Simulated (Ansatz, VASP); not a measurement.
BaF2 in VASP and in Ansatz

The input INCAR:

```
SYSTEM = BaF2
PREC = Accurate ; ENCUT = 520
EDIFF = 1E-8 ; ISMEAR = -1
SIGMA = 0.01 ; LREAL = .False.
LASPH = .True. ; NELM = 120
ALGO = Normal ; ISIF = 2
LWAVE = .False. ; LCHARG = .False.
LEFG = .True. ; NBANDS = 19
GGA_COMPAT = .False.
```

KPOINTS

```
regular mesh
0
Gamma
  8 8 8
  0 0 0
```

File POSCAR:

```
BaF2
1.0
    0.0000000000      3.1103492451      3.1103492451
    3.1103492451      0.0000000000      3.1103492451
    3.1103492451      3.1103492451      0.0000000000
Ba F
1 2
Direct
    0.0000000000      0.0000000000      0.0000000000
    0.2500000000      0.2500000000      0.2500000000
    0.7500000000      0.7500000000      0.7500000000
```

Input for Ansatz:

```yaml
crystal:
  lattice:
    - [0.0, 3.1103492451, 3.1103492451]
    - [3.1103492451, 0.0, 3.1103492451]
    - [3.1103492451, 3.1103492451, 0.0]
  atoms:
    - { symbol: Ba, position: [0.0, 0.0, 0.0] }
    - { symbol: F, position: [0.25, 0.25, 0.25] }
    - { symbol: F, position: [0.75, 0.75, 0.75] }
kpoints:
  mp_grid: { grid: [8, 8, 8] }
scf:
  occupations: { method: fermi_dirac, width: 0.01 }
hamiltonian:
  xc: lda
  pseudopotentials: { kind: paw }
output:
  forces: true
  stress: true
  eigenvalues: true
  efg: { contact_densities: true }
```

Change from the starting cell: volume scaled by 1.01, PAW files.

Alike in both runs: task electric field gradients; functional LDA; k mesh 8 × 8 × 8; occupations fermi-dirac, width 0.01 eV; no spin polarisation.

|  | VASP | Ansatz |
| --- | --- | --- |
| version | VASP 6.6.1 | Ansatz 0.2.0 |
| potentials or method | VASP PAW LDA potentials, release 64 (Ba_sv, F) | PAW with Ansatz's default frozen-core files, scalar-relativistic |
| plane-wave cutoff (eV) | 520 | 420 |
| valence electrons in the cell | 24 | 24 |

Ansatz gave:

```
gap on the k mesh at the Fermi level (eV) : 6.41
pressure (GPa)                            : -5.0
```

Problem. Estimate VASP's values.

Solution. gap on the k mesh at the Fermi level (eV): 6.35; pressure (GPa): -3.9.

LDA's correlation is that of Perdew and Zunger in VASP and of Perdew and Wang (1992) in Ansatz.

Neither program's run includes spin-orbit coupling.
